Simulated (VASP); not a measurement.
# BaTiO3 (Barioperovskite) (Amm2) in VASP: settings compared

The runs below take BaTiO3 (Barioperovskite) through single point, with PBEsol, LDA, PBE.

All numbers are computed with VASP 6.6.1; they aren't measurements. Logs are shortened: lines on timing, memory, paths and dates and some standing lists are left out, and cuts for length are marked.

## 1. The cell of the first run

It takes space group Amm2 (No. 38, orthorhombic). Conventional cell: a = 3.986 Å, b = 5.674 Å, c = 5.690 Å, α = 90.00°, β = 90.00°, γ = 90.00°. Within 3.7 Å of Ba (site symmetry mm2) lie 12 O at 2.77 to 2.92 Å and 8 Ti at 3.42 to 3.53 Å. Within 2.6 Å of Ti (site symmetry mm2) lie 6 O at 1.93 to 2.09 Å. Within 2.6 Å of O (site symmetry m) lie 2 Ti at 1.93 to 2.09 Å. O (site symmetry mm2) has 2 Ti at 2.00 Å within 2.6 Å.

## 2. Single point, PBEsol

INCAR reads:

```
PREC = Accurate ; ENCUT = 520
EDIFF = 1E-6 ; ISMEAR = -1
SIGMA = 0.05 ; LREAL = False
LASPH = True ; NELM = 60
ALGO = Normal ; ISIF = 2
LWAVE = False ; LCHARG = False
GGA = PS ; NBANDS = 28
```

KPOINTS reads:

```
regular mesh
0
Gamma
  7 7 7
```

POSCAR reads:

```
BaTiO3
1.0
    3.9855000000      0.0000000000      0.0000000000
    0.0000000000      2.8369000000      2.8451500000
    0.0000000000     -2.8369000000      2.8451500000
Ba Ti O
1 1 3
Direct
    0.0000000000      0.0000000000      0.0000000000
    0.5000000000      0.5124000000      0.5124000000
    0.5000000000      0.9918400000      0.5052400000
    0.5000000000      0.5052400000      0.9918400000
    0.0000000000      0.4874000000      0.4874000000
```

Potentials or basis: VASP PAW PBE potentials, release 64 (Ba_sv, Ti_sv, O).

Started as:

```bash
cat potpaw_PBE.64/Ba_sv/POTCAR potpaw_PBE.64/Ti_sv/POTCAR potpaw_PBE.64/O/POTCAR > POTCAR
mpirun -np 1 vasp_std > vasp.out
```

OUTCAR:

```text
PREC = Accurate
   ENCUT = 520
   EDIFF = 1E-6
   ISMEAR = -1
   LREAL = False
   LASPH = True
   NELM = 60
   ISIF = 2
   GGA = PS

 ion  position               nearest neighbor table
   1  0.000  0.000  0.000-   5 2.77   4 2.81   3 2.81   3 2.81   4 2.81   5 2.84   5 2.84   4 2.84
                             3 2.84   3 2.84   4 2.84   5 2.92   2 3.42   2 3.42   2 3.47   2 3.47
   2  0.500  0.512  0.512-   3 1.93   4 1.93   5 2.00   5 2.00   3 2.09   4 2.09   1 3.42   1 3.42
                             1 3.47   1 3.47   1 3.47   1 3.47   1 3.53   1 3.53
   3  0.500  0.992  0.505-   2 1.93   2 2.09   1 2.81   1 2.81   1 2.84   1 2.84
   4  0.500  0.505  0.992-   2 1.93   2 2.09   1 2.81   1 2.81   1 2.84   1 2.84
   5  0.000  0.487  0.487-   2 2.00   2 2.00   1 2.77   1 2.84   1 2.84   1 2.92

  LATTYP: Found a base centered orthorhombic cell.
 ALAT       =     5.6738000000
 B/A-ratio  =     1.0029081039
 C/A-ratio  =     0.7024392823

  Lattice vectors:

 A1 = (   0.0000000000,   2.8369000000,  -2.8451500000)
 A2 = (   0.0000000000,   2.8369000000,   2.8451500000)
 A3 = (   3.9855000000,   0.0000000000,   0.0000000000)

Analysis of symmetry for initial positions (statically):
=====================================================================
 Subroutine PRICEL returns:
 Original cell was already a primitive cell.

 Routine SETGRP: Setting up the symmetry group for a
 base centered orthorhombic supercell.

 Subroutine GETGRP returns: Found  4 space group operations
 (whereof  4 operations were pure point group operations)
 out of a pool of  8 trial point group operations.

The static configuration has the point symmetry C_2v.

Analysis of symmetry for dynamics (positions and initial velocities):
=====================================================================
 Subroutine PRICEL returns:
 Original cell was already a primitive cell.

 Routine SETGRP: Setting up the symmetry group for a
 base centered orthorhombic supercell.

 Subroutine GETGRP returns: Found  4 space group operations
 (whereof  4 operations were pure point group operations)
 out of a pool of  8 trial point group operations.

The dynamic configuration has the point symmetry C_2v.

 Subroutine INISYM returns: Found  4 space group operations
 (whereof  4 operations are pure point group operations),
 and found     1 'primitive' translations

----------------------------------------------------------------------------------------

                                     Primitive cell

  volume of cell :      64.3372

  direct lattice vectors                    reciprocal lattice vectors
     3.985500000  0.000000000  0.000000000     0.250909547  0.000000000  0.000000000
     0.000000000  2.836900000  2.845150000     0.000000000  0.176248722  0.175737659
     0.000000000 -2.836900000  2.845150000     0.000000000 -0.176248722  0.175737659

  length of vectors
     3.985500000  4.017820321  4.017820321     0.250909547  0.248892219  0.248892219

  position of ions in fractional coordinates (direct lattice)
     0.000000000  0.000000000  0.000000000
     0.500000000  0.512400000  0.512400000
     0.500000000  0.991840000  0.505240000
     0.500000000  0.505240000  0.991840000
     0.000000000  0.487400000  0.487400000

  ion indices of the primitive-cell ions
   primitive index   ion index
                 1           1
                 2           2
                 3           3
                 4           4
                 5           5

----------------------------------------------------------------------------------------

 KPOINTS: regular mesh

Automatic generation of k-mesh.
 Grid dimensions read from file:
 generate k-points for:    7    7    7

 Generating k-lattice:

  Cartesian coordinates                     Fractional coordinates (reciprocal lattice)
     0.035844221  0.000000000  0.000000000     0.142857143  0.000000000  0.000000000
     0.000000000  0.025178389  0.025105380     0.000000000  0.142857143  0.000000000
     0.000000000 -0.025178389  0.025105380     0.000000000  0.000000000  0.142857143

  Length of vectors
     0.035844221  0.035556031  0.035556031

  Shift w.r.t. Gamma in fractional coordinates (k-lattice)
     0.000000000  0.000000000  0.000000000

 Subroutine IBZKPT returns following result:
 ===========================================

 Found     64 irreducible k-points:

 Following reciprocal coordinates:
            Coordinates               Weight
  0.000000  0.000000  0.000000      1.000000
  0.142857  0.000000  0.000000      2.000000
  0.285714  0.000000  0.000000      2.000000
  0.428571  0.000000  0.000000      2.000000
  0.000000  0.142857 -0.000000      4.000000
  0.142857  0.142857 -0.000000      8.000000
[... 16 lines left out ...]
  0.285714  0.285714  0.142857      8.000000
  0.428571  0.285714  0.142857      8.000000
 [... further k-points ...]
   k-points           NKPTS =     64   k-points in BZ     NKDIM =     64   number of bands    NBANDS=     28
   number of dos      NEDOS =    301   number of ions     NIONS =      5
   total plane-waves  NPLWV =  27000
   dimension x,y,z NGX =    30 NGY =   30 NGZ =   30
   dimension x,y,z NGXF=    60 NGYF=   60 NGZF=   60
   ions per type =               1   1   3
   NGX,Y,Z   is equivalent  to a cutoff of  12.51, 12.41, 12.41 a.u.
   NGXF,Y,Z  is equivalent  to a cutoff of  25.03, 24.83, 24.83 a.u.
 SYSTEM =  unknown system
   PREC   = accura    normal or accurate (medium, high low for compatibility)
   ISTART =      0    job   : 0-new  1-cont  2-samecut
   ICHARG =      2    charge: 1-file 2-atom 10-const
   ISPIN  =      1    spin polarized calculation?
   LNONCOLLINEAR =      F non collinear calculations
   LSORBIT =      F    spin-orbit coupling
   LASPH  =      T    aspherical Exc in radial PAW
   ENCUT  =  520.0 eV  38.22 Ry    6.18 a.u.   7.41  7.47  7.47*2*pi/ulx,y,z
   NELM   =     60;   NELMIN=  2; NELMDL= -5     # of ELM steps
   EDIFF  = 0.1E-05   stopping-criterion for ELM
   LREAL  =      F    real-space projection
   EDIFFG = 0.1E-04   stopping-criterion for IOM
   NSW    =      0    number of steps for IOM
   IBRION =     -1    ionic relax: 0-MD 1-quasi-New 2-CG
   NFREE  =      0    steps in history (QN), initial steepest desc. (CG)
   ISIF   =      2    stress and relaxation
   ISYM   =      2    0-nonsym 1-usesym 2-fastsym
   POTIM  = 0.5000    time-step for ionic-motion
   TEBEG  =    0.0;   TEEND  =   0.0 temperature during run
   PSTRESS=    0.0 pullay stress
   NELECT =      40.0000    total number of electrons
   NUPDOWN=      -1.0000    fix difference up-down
   EMIN   =  10.00;   EMAX   =-10.00  energy-range for DOS
   EFERMI =   0.00;   METHOD = LEGACY
   ISMEAR =    -1;   SIGMA  =   0.05  broadening in eV -4-tet -1-fermi 0-gaus
   EFERMI_NEDOS =   21; number of points for ismear=-14 and -15
   IALGO  =     38    algorithm
   IMIX   =      4    mixing-type and parameters
     AMIX     =   0.40;   BMIX     =  1.00
     AMIX_MAG =   1.60;   BMIX_MAG =  1.00
  volume/ion in A,a.u.               =      12.87        86.83
  Fermi-wavevector in a.u.,A,eV,Ry     =   1.397250  2.640420 26.562762  1.952308
  Thomas-Fermi vector in A             =   2.520525
   LORBIT       =      0    0 simple, 1 ext, 2 COOP (PROOUT), +10 PAW based schemes
   GGA     = PS    functional components
   LHFCALC =     F    Hartree Fock is set to
   AEXX    =    0.0000 exact exchange contribution
   IVDW    =     0    specifies the selected vdW correction
   LEPSILON=     F    determine dielectric tensor
   LRPA    =     F    only Hartree local field effects (RPA)
 non-spin polarized calculation
  energy-cutoff  :      520.00
  volume of cell :       64.34
 maximum number of plane-waves:      1757
 NGX is ok and might be reduce to    30
   NGX = 15   NGY = 15   NGZ = 15

 number of electron      39.9999995 magnetization

 Free energy of the ion-electron system (eV)
  ---------------------------------------------------
  ext. energy  EPLUGINS =         0.00000000
  ---------------------------------------------------
  free energy    TOTEN  =       -41.97707973 eV

  energy without entropy =      -41.97707973  energy(sigma->0) =      -41.97707973

 E-fermi :   4.5806     XC(G=0): -11.4952

 val. band max:        3.5904827841   @ k =   0.4286   0.4286   0.4286
 cond. band min:       5.4680080931   @ k =   0.0000   0.0000   0.0000
 fundamental gap:      1.8775253091
 Fermi energy:         4.5806411164

 k-point     1 :       0.0000    0.0000    0.0000
  band No.  band energies     occupation
      1     -52.6394      2.00000
      2     -28.9790      2.00000
      3     -28.9774      2.00000
      4     -28.9621      2.00000
      5     -21.1118      2.00000
      6     -13.1424      2.00000
[... 20 lines left out ...]
     27       8.6187      0.00000
     28      10.7900      0.00000

 k-point     2 :       0.1429    0.0000    0.0000
  band No.  band energies     occupation
      1     -52.6392      2.00000
      2     -28.9786      2.00000
      3     -28.9771      2.00000
      4     -28.9727      2.00000
      5     -21.0887      2.00000
      6     -13.1540      2.00000
[... 20 lines left out ...]
     27       9.0086      0.00000
     28      11.2892      0.00000

 k-point     3 :       0.2857    0.0000    0.0000
  band No.  band energies     occupation
      1     -52.6387      2.00000
      2     -28.9965      2.00000
      3     -28.9777      2.00000
      4     -28.9760      2.00000
      5     -21.0360      2.00000
      6     -13.2454      2.00000
[... 20 lines left out ...]
     27       9.9718      0.00000
     28      11.9253      0.00000

 k-point     4 :       0.4286    0.0000    0.0000
  band No.  band energies     occupation
      1     -52.6383      2.00000
      2     -29.0154      2.00000
      3     -28.9769      2.00000
      4     -28.9752      2.00000
      5     -20.9927      2.00000
      6     -13.3564      2.00000
[... 578 lines left out ...]
     27      10.5793      0.00000
     28      11.9547      0.00000

 k-point    23 :       0.2857    0.2857    0.1429
  band No.  band energies     occupation
      1     -52.6379      2.00000
      2     -29.0075      2.00000
      3     -28.9943      2.00000
      4     -28.9851      2.00000
      5     -20.9655      2.00000
      6     -12.9992      2.00000
[... 20 lines left out ...]
     27      11.3270      0.00000
     28      11.9192      0.00000

 k-point    24 :       0.4286    0.2857    0.1429
  band No.  band energies     occupation
      1     -52.6376      2.00000
      2     -29.0128      2.00000
      3     -29.0065      2.00000
      4     -28.9843      2.00000
      5     -20.9330      2.00000
      6     -12.9559      2.00000
[... 20 lines left out ...]
     27      11.9084      0.00000
     28      12.0652      0.00000

 [... further k-points ...]

------------------------ aborting loop because EDIFF is reached ----------------------------------------

  FORCE on cell =-STRESS in cart. coord.  units (eV):
  Direction    XX          YY          ZZ          XY          YZ          ZX
  --------------------------------------------------------------------------------------
  -------------------------------------------------------------------------------------
  Total       -0.8119591     -0.7524006     -1.0044874      0.0000000      0.0000000      0.0000000
  in kB      -20.2200745    -18.7368996    -25.0145707      0.0000000      0.0000000      0.0000000
  external PRESSURE =     -21.3238483 kB  Pullay stress =       0.0000000 kB

 VOLUME and BASIS-vectors are now :
 -----------------------------------------------------------------------------
  energy-cutoff  :      520.00
  volume of cell :       64.34
      direct lattice vectors                 reciprocal lattice vectors
     3.985500000  0.000000000  0.000000000     0.250909547  0.000000000  0.000000000
     0.000000000  2.836900000  2.845150000     0.000000000  0.176248722  0.175737659
     0.000000000 -2.836900000  2.845150000     0.000000000 -0.176248722  0.175737659

 POSITION                                       TOTAL-FORCE (eV/Angst)
 -----------------------------------------------------------------------------------
      0.00000      0.00000      0.00000         0.000000      0.000000      0.154184
      1.99275      0.00000      2.91571         0.000000      0.000000      0.177908
      1.99275      1.38044      4.25942         0.000000     -0.008726     -0.276403
      1.99275     -1.38044      4.25942         0.000000      0.008726     -0.276403
      0.00000      0.00000      2.77345         0.000000      0.000000      0.220714
 -----------------------------------------------------------------------------------
    total drift:                                0.000000      0.000001      0.000635

  FREE ENERGIE OF THE ION-ELECTRON SYSTEM (eV)
  ---------------------------------------------------
  free  energy   TOTEN  =       -41.9770797333 eV

  energy  without entropy=      -41.9770797326  energy(sigma->0) =      -41.97707973
```

Wall time 94 s (1 thread of AMD EPYC 9R14 (Zen 4), shared host); peak memory 0.22 GiB.

Results:

```
Free energy            : -41.9771 eV
Pressure               : -2.1 GPa
Largest force          : 0.277 eV/Å
Band gap on the k mesh : 1.88 eV, indirect (least direct gap 2.01 eV)
```

Forces in eV/Å, atoms in the order of the input:
```
Ba   0.000  0.000  0.154
Ti   0.000  0.000  0.178
O    0.000 -0.009 -0.276
O    0.000  0.009 -0.276
O    0.000  0.000  0.221
```

Caveat: the PAW data sets were made with another functional, which shifts forces and pressure a little; spin-orbit coupling is left out, which moves the levels of the heavy elements.

(Continued in part 2 of 3.)
